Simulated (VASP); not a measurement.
# Al (Amm2) in VASP: notebook

Runs on Al. Level: PBE+D3(BJ). Tasks: single point.

Program: VASP 6.6.1. These are calculated values, not measurements. Logs are shortened: lines on timing, memory, paths and dates and some standing lists are left out, and cuts for length are marked.

**1. The cell of the first run**

It takes space group Amm2 (No. 38, orthorhombic). Conventional cell: a = 9.241 Å, b = 2.814 Å, c = 4.875 Å, α = 90.00°, β = 90.00°, γ = 90.00°. Within 3.6 Å of Al (site symmetry m) lie 13 Al at 2.72 to 3.55 Å. Al (site symmetry mm2) has 14 Al at 2.72 to 3.55 Å within 3.6 Å. Within 3.7 Å of Al (site symmetry mm2) lie 12 Al at 2.81 to 2.82 Å.

**2. Single point, PBE+D3(BJ) (atom 2 (Al) moved by +0.560 Å along [1 2 0] and +0.000 Å along [0 0 1])**

The input, INCAR:

```
SYSTEM = Al
ALGO = Fast
EDIFF = 1E-6
ENCUT = 520
GGA = PE
ISIF = 2
ISMEAR = 0
IVDW = 12
LASPH = .True.
LCHARG = .False.
LREAL = .False.
LWAVE = .False.
NBANDS = 14
NELM = 100
PREC = Accurate
SIGMA = 0.15
```

The input, KPOINTS:

```
k-points
0
Gamma
  18 18 4
  0 0 0
```

The input, POSCAR:

```
Al
1.0
    2.8144222650      0.0000000000      0.0000000000
   -1.4072111325      2.4373611785      0.0000000000
    0.0000000000      0.0000000000      9.2410470710
Al
4
Direct
    0.0000000000      0.0000000000      0.0000000000
    0.4482116708      0.8964233416      0.2500000000
    0.0000000000      0.0000000000      0.5000000000
    0.6666666667      0.3333333333      0.7500000000
```

Potentials or basis: VASP PAW PBE potentials, release 64 (Al).

Launch:

```
$ cat potpaw_PBE.64/Al/POTCAR > POTCAR
$ mpirun -np 1 vasp_std > vasp.out
```

OUTCAR:

```text
SYSTEM = Al
   EDIFF = 1E-6
   ENCUT = 520
   GGA = PE
   ISIF = 2
   ISMEAR = 0
   IVDW = 12
   LASPH = .True.
   LREAL = .False.
   NELM = 100
   PREC = Accurate
 IVDW          = 12

 ion  position               nearest neighbor table
   1  0.000  0.000  0.000-   2 2.72   2 2.72   4 2.82   4 2.82   4 2.82   2 3.18
   2  0.448  0.896  0.250-   1 2.72   3 2.72   1 2.72   3 2.72   1 3.18   3 3.18
   3  0.000  0.000  0.500-   2 2.72   2 2.72   4 2.82   4 2.82   4 2.82   2 3.18
   4  0.667  0.333  0.750-   1 2.82   3 2.82   1 2.82   3 2.82   1 2.82   3 2.82

  LATTYP: Found a hexagonal cell.
 ALAT       =     2.8144222650
 C/A-ratio  =     3.2834614713

  Lattice vectors:

 A1 = (   2.8144222650,   0.0000000000,   0.0000000000)
 A2 = (  -1.4072111325,   2.4373611785,   0.0000000000)
 A3 = (   0.0000000000,   0.0000000000,   9.2410470710)

Analysis of symmetry for initial positions (statically):
=====================================================================
 Subroutine PRICEL returns:
 Original cell was already a primitive cell.

 Routine SETGRP: Setting up the symmetry group for a
 hexagonal supercell.

 Subroutine GETGRP returns: Found  4 space group operations
 (whereof  2 operations were pure point group operations)
 out of a pool of 24 trial point group operations.

The static configuration has the point symmetry C_1h.
 The point group associated with its full space group is C_2v.

Analysis of symmetry for dynamics (positions and initial velocities):
=====================================================================
 Subroutine PRICEL returns:
 Original cell was already a primitive cell.

 Routine SETGRP: Setting up the symmetry group for a
 hexagonal supercell.

 Subroutine GETGRP returns: Found  4 space group operations
 (whereof  2 operations were pure point group operations)
 out of a pool of 24 trial point group operations.

The dynamic configuration has the point symmetry C_1h.
 The point group associated with its full space group is C_2v.

 Subroutine INISYM returns: Found  4 space group operations
 (whereof  2 operations are pure point group operations),
 and found     1 'primitive' translations

----------------------------------------------------------------------------------------

                                     Primitive cell

  volume of cell :      63.3914

  direct lattice vectors                    reciprocal lattice vectors
     2.814422265  0.000000000  0.000000000     0.355312709  0.205139888  0.000000000
    -1.407211133  2.437361178  0.000000000     0.000000000  0.410279777  0.000000000
     0.000000000  0.000000000  9.241047071     0.000000000  0.000000000  0.108212846

  length of vectors
     2.814422265  2.814422265  9.241047071     0.410279777  0.410279777  0.108212846

  position of ions in fractional coordinates (direct lattice)
     0.000000000  0.000000000  0.000000000
     0.448211671  0.896423342  0.250000000
     0.000000000  0.000000000  0.500000000
     0.666666667  0.333333333  0.750000000

  ion indices of the primitive-cell ions
   primitive index   ion index
                 1           1
                 2           2
                 3           3
                 4           4

----------------------------------------------------------------------------------------

 KPOINTS: k-points

Automatic generation of k-mesh.
 Grid dimensions read from file:
 generate k-points for:   18   18    4

 Generating k-lattice:

  Cartesian coordinates                     Fractional coordinates (reciprocal lattice)
     0.019739595  0.011396660  0.000000000     0.055555556  0.000000000  0.000000000
     0.000000000  0.022793321  0.000000000     0.000000000  0.055555556  0.000000000
     0.000000000  0.000000000  0.027053211     0.000000000  0.000000000  0.250000000

  Length of vectors
     0.022793321  0.022793321  0.027053211

  Shift w.r.t. Gamma in fractional coordinates (k-lattice)
     0.000000000  0.000000000  0.000000000

 Subroutine IBZKPT returns following result:
 ===========================================

 Found    273 irreducible k-points:

 Following reciprocal coordinates:
            Coordinates               Weight
  0.000000  0.000000  0.000000      1.000000
  0.055556  0.000000  0.000000      4.000000
  0.000000  0.055556  0.000000      2.000000
  0.111111  0.000000  0.000000      4.000000
  0.000000  0.111111  0.000000      2.000000
  0.166667 -0.000000  0.000000      4.000000
[... 16 lines left out ...]
 -0.055556  0.166667  0.000000      4.000000
 -0.166667  0.111111  0.000000      4.000000
 [... further k-points ...]
   k-points           NKPTS =    273   k-points in BZ     NKDIM =    273   number of bands    NBANDS=     14
   number of dos      NEDOS =    301   number of ions     NIONS =      4
   total plane-waves  NPLWV =  40320
   dimension x,y,z NGX =    24 NGY =   24 NGZ =   70
   dimension x,y,z NGXF=    48 NGYF=   48 NGZF=  140
   ions per type =               4
   NGX,Y,Z   is equivalent  to a cutoff of  14.18, 14.18, 12.59 a.u.
   NGXF,Y,Z  is equivalent  to a cutoff of  28.35, 28.35, 25.19 a.u.
 SYSTEM =  Al
   PREC   = accura    normal or accurate (medium, high low for compatibility)
   ISTART =      0    job   : 0-new  1-cont  2-samecut
   ICHARG =      2    charge: 1-file 2-atom 10-const
   ISPIN  =      1    spin polarized calculation?
   LNONCOLLINEAR =      F non collinear calculations
   LSORBIT =      F    spin-orbit coupling
   LASPH  =      T    aspherical Exc in radial PAW
   ENCUT  =  520.0 eV  38.22 Ry    6.18 a.u.   5.23  5.23 17.18*2*pi/ulx,y,z
   NELM   =    100;   NELMIN=  2; NELMDL= -5     # of ELM steps
   EDIFF  = 0.1E-05   stopping-criterion for ELM
   LREAL  =      F    real-space projection
[... 7 lines left out ...]
   TEBEG  =    0.0;   TEEND  =   0.0 temperature during run
   PSTRESS=    0.0 pullay stress
   NELECT =      12.0000    total number of electrons
   NUPDOWN=      -1.0000    fix difference up-down
   EMIN   =  10.00;   EMAX   =-10.00  energy-range for DOS
   EFERMI =   0.00;   METHOD = LEGACY
   ISMEAR =     0;   SIGMA  =   0.15  broadening in eV -4-tet -1-fermi 0-gaus
   EFERMI_NEDOS =   21; number of points for ismear=-14 and -15
   IALGO  =     68    algorithm
   IMIX   =      4    mixing-type and parameters
     AMIX     =   0.40;   BMIX     =  1.00
     AMIX_MAG =   1.60;   BMIX_MAG =  1.00
  volume/ion in A,a.u.               =      15.85       106.95
  Fermi-wavevector in a.u.,A,eV,Ry     =   0.939994  1.776331 12.021957  0.883589
  Thomas-Fermi vector in A             =   2.067362
   LORBIT       =      0    0 simple, 1 ext, 2 COOP (PROOUT), +10 PAW based schemes
   GGA     = PE    functional components
   LHFCALC =     F    Hartree Fock is set to
   AEXX    =    0.0000 exact exchange contribution
   IVDW    =    12    specifies the selected vdW correction
   LEPSILON=     F    determine dielectric tensor
   LRPA    =     F    only Hartree local field effects (RPA)
 non-spin polarized calculation
 RMM-DIIS sequential band-by-band and
 Gauss-broadening in eV      SIGMA  =   0.15
  energy-cutoff  :      520.00
  volume of cell :       63.39
 maximum number of plane-waves:      1724
 NGX is ok and might be reduce to    24
   NGX = 11   NGY = 11   NGZ = 35

 number of electron      12.0000000 magnetization

 Free energy of the ion-electron system (eV)
  ---------------------------------------------------
  ext. energy  EPLUGINS =         0.00000000
  ---------------------------------------------------
  free energy    TOTEN  =       -14.80010441 eV

  energy without entropy =      -14.78291526  energy(sigma->0) =      -14.79150984

 E-fermi :   8.3919     XC(G=0): -10.3424

 val. band max:        8.3858560603   @ k =   0.3889   0.0556   0.0000
 cond. band min:       8.3947849926   @ k =  -0.2222  -0.4444   0.2500
 fundamental gap:      0.0089289322
 Fermi energy:         8.3918665365

 k-point     1 :       0.0000    0.0000    0.0000
  band No.  band energies     occupation
      1      -2.9922      2.00000
      2      -1.2720      2.00000
      3      -1.2677      2.00000
      4       3.6347      2.00000
      5       3.9239      2.00000
      6      11.8223      0.00000
      7      11.8343      0.00000
      8      19.3994      0.00000
      9      19.5549      0.00000
     10      19.6872      0.00000
     11      19.7025      0.00000
     12      20.3186      0.00000
     13      20.5633      0.00000
     14      20.7102      0.00000

 k-point     2 :       0.0556    0.0000    0.0000
  band No.  band energies     occupation
      1      -2.9154      2.00000
      2      -1.1961      2.00000
      3      -1.1918      2.00000
      4       3.7057      2.00000
      5       3.9986      2.00000
      6      11.8844      0.00000
      7      11.8981      0.00000
      8      17.8306      0.00000
      9      18.5674      0.00000
     10      19.1181      0.00000
     11      19.2279      0.00000
     12      19.3318      0.00000
     13      19.9813      0.00000
     14      20.2742      0.00000

 k-point     3 :       0.0000    0.0556    0.0000
  band No.  band energies     occupation
      1      -2.9154      2.00000
      2      -1.1961      2.00000
      3      -1.1919      2.00000
      4       3.7056      2.00000
      5       3.9990      2.00000
      6      11.8800      0.00000
      7      11.8952      0.00000
      8      17.7817      0.00000
      9      18.4269      0.00000
     10      19.0919      0.00000
     11      19.2888      0.00000
     12      19.8187      0.00000
     13      19.8534      0.00000
     14      19.8666      0.00000
[... 324 lines left out ...]
 k-point    23 :      -0.0556    0.1667    0.0000
  band No.  band energies     occupation
      1      -2.4553      2.00000
      2      -0.7415      2.00000
      3      -0.7375      2.00000
      4       4.1308      2.00000
      5       4.4464      2.00000
      6      12.1733      0.00000
      7      12.2369      0.00000
      8      14.7266      0.00000
      9      15.8452      0.00000
     10      16.0920      0.00000
     11      16.1948      0.00000
     12      17.4675      0.00000
     13      17.5628      0.00000
     14      19.5568      0.00000

 k-point    24 :      -0.1667    0.1111    0.0000
  band No.  band energies     occupation
      1      -2.4550      2.00000
      2      -0.7416      2.00000
      3      -0.7375      2.00000
      4       4.1323      2.00000
      5       4.4431      2.00000
      6      12.2340      0.00000
      7      12.2686      0.00000
      8      14.7384      0.00000
      9      15.8924      0.00000
     10      16.1622      0.00000
     11      16.2225      0.00000
     12      17.3778      0.00000
     13      17.4203      0.00000
     14      19.4243      0.00000

 [... further k-points ...]

------------------------ aborting loop because EDIFF is reached ----------------------------------------

 Edisp (eV)   -1.40293

 E8    (eV) :    -0.6277

  FORCE on cell =-STRESS in cart. coord.  units (eV):
  Direction    XX          YY          ZZ          XY          YZ          ZX
  --------------------------------------------------------------------------------------
  -------------------------------------------------------------------------------------
  Total       0.26751    -0.18971     0.94850     0.00000     0.00000     0.00000
  in kB       6.76105    -4.79488    23.97281     0.00000     0.00000     0.00000
  external pressure =        8.65 kB  Pullay stress =        0.00 kB

 VOLUME and BASIS-vectors are now :
 -----------------------------------------------------------------------------
  energy-cutoff  :      520.00
  volume of cell :       63.39
      direct lattice vectors                 reciprocal lattice vectors
     2.814422265  0.000000000  0.000000000     0.355312709  0.205139888  0.000000000
    -1.407211133  2.437361178  0.000000000     0.000000000  0.410279777  0.000000000
     0.000000000  0.000000000  9.241047071     0.000000000  0.000000000  0.108212846

 POSITION                                       TOTAL-FORCE (eV/Angst)
 -----------------------------------------------------------------------------------
      0.00000      0.00000      0.00000        -0.000000      0.084638     -0.169958
      0.00000      2.18491      2.31026         0.000000     -0.236730      0.000000
      0.00000      0.00000      4.62052        -0.000000      0.084638      0.169958
      1.40721      0.81245      6.93079         0.000000      0.067454      0.000000
 -----------------------------------------------------------------------------------
    total drift:                                0.000000      0.000020      0.000000

  FREE ENERGIE OF THE ION-ELECTRON SYSTEM (eV)
  ---------------------------------------------------
  free  energy   TOTEN  =       -16.2030312209 eV

  energy  without entropy=      -16.1858420734  energy(sigma->0) =      -16.19443665
```

Run time: 81 s. Hardware: 1 thread of Intel Xeon 6975P-C (Granite Rapids), shared host; peak memory 0.32 GiB.

What came out:

* Free energy: -16.2030 eV
* Pressure: 0.9 GPa
* Largest force: 0.237 eV/Å
* Band gap on the k mesh: zero (band 6 reaches 12.43 eV, above the bottom of band 7 at 6.75 eV)
* Dispersion energy per atom: -0.351 eV

Forces on the atoms (eV/Å):
```
Al   0.000  0.085 -0.170
Al   0.000 -0.237  0.000
Al   0.000  0.085  0.170
Al   0.000  0.067  0.000
```

Caveat: the cell differs from its parent crystal (atom 2 (Al) moved by +0.560 Å along [1 2 0] and +0.000 Å along [0 0 1]); pairwise dispersion overbinds metals, which lowers pressure and volume.

(Continued in part 2 of 2.)
